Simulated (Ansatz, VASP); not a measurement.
**Cd2I3 in VASP and in Ansatz**

File INCAR:

```
SYSTEM = Cd2I3
PREC = Accurate
ENCUT = 600
EDIFF = 1E-6
ISMEAR = 0
SIGMA = 0.1
LREAL = .False.
LASPH = .True.
NELM = 60
ALGO = Normal
ISIF = 3
LWAVE = .False.
LCHARG = .False.
GGA = PE
IBRION = 2
NSW = 90
EDIFFG = -0.04
```

File KPOINTS:

```
Automatic mesh
0
Gamma
  3 3 4
  0 0 0
```

Contents of POSCAR:

```
Cd2I3
1.0
    6.0495551200      0.0000000000      0.0000000000
   -3.0247775600      5.2390684200      0.0000000000
    0.0000000000      0.0000000000      5.8477023800
Cd I
2 3
Direct
    0.3333333300      0.6666666700      0.0000000000
    0.0000000000      0.0000000000      0.5000000000
    0.3333333300      0.6666666700      0.5000000000
    0.0000000000      0.0000000000      0.2016921100
    0.0000000000      0.0000000000      0.7983078900
```

Input for Ansatz:

```yaml
crystal:
  lattice:
    - [6.04955512, 0.0, 0.0]
    - [-3.02477756, 5.23906842, 0.0]
    - [0.0, 0.0, 5.84770238]
  atoms:
    - { symbol: Cd, position: [0.33333333, 0.66666667, 0.0] }
    - { symbol: Cd, position: [0.0, 0.0, 0.5] }
    - { symbol: I, position: [0.33333333, 0.66666667, 0.5] }
    - { symbol: I, position: [0.0, 0.0, 0.20169211] }
    - { symbol: I, position: [0.0, 0.0, 0.79830789] }
basis:
  ecutwfc: 420
kpoints:
  mp_grid: { grid: [3, 3, 4] }
hamiltonian:
  xc: pbe
scf:
  occupations: { method: gaussian, width: 0.1 }
  lower_state_search: "off"
output:
  forces: true
  stress: true
  eigenvalues: true
relax:
  adjacent_minimum: "off"
  f_tol: 0.04
  max_steps: 70
  cell: { stress_tol: 0.4 }
```

Alike in both runs: task relaxation of cell and atoms; functional PBE; k mesh 3 × 3 × 4; occupations gaussian, width 0.1 eV; no spin polarisation.

```csv
,VASP,Ansatz
version,VASP 6.6.1,Ansatz 0.2.0
potentials or method,"VASP PAW PBE potentials, release 64 (Cd, I), cutoff 600 eV","scalar-relativistic, plane waves, PAW"
valence electrons in the cell,45,91
```

```csv
,VASP,Ansatz,Ansatz less VASP
"gap on the k mesh at the Fermi level, each at its own relaxed structure (eV)",none,none,-
relaxed volume (Å³/atom),42.94,43.73,+0.790
relaxed length of the cell vector where the two differ most in proportion (Å),9.386,9.545,+0.1586
```

A gap of «none» marks a metal or a gap that the smearing closes. VASP's potentials hold 45 valence electrons a cell and Ansatz's 91, so a difference there can come from the potentials and not from the codes.

The k mesh is coarse, so the values compare programs but aren't converged. Spin-orbit coupling is off throughout. Noted on VASP's run: the volume moved by over 15 % at a fixed basis, so the end points are rough.
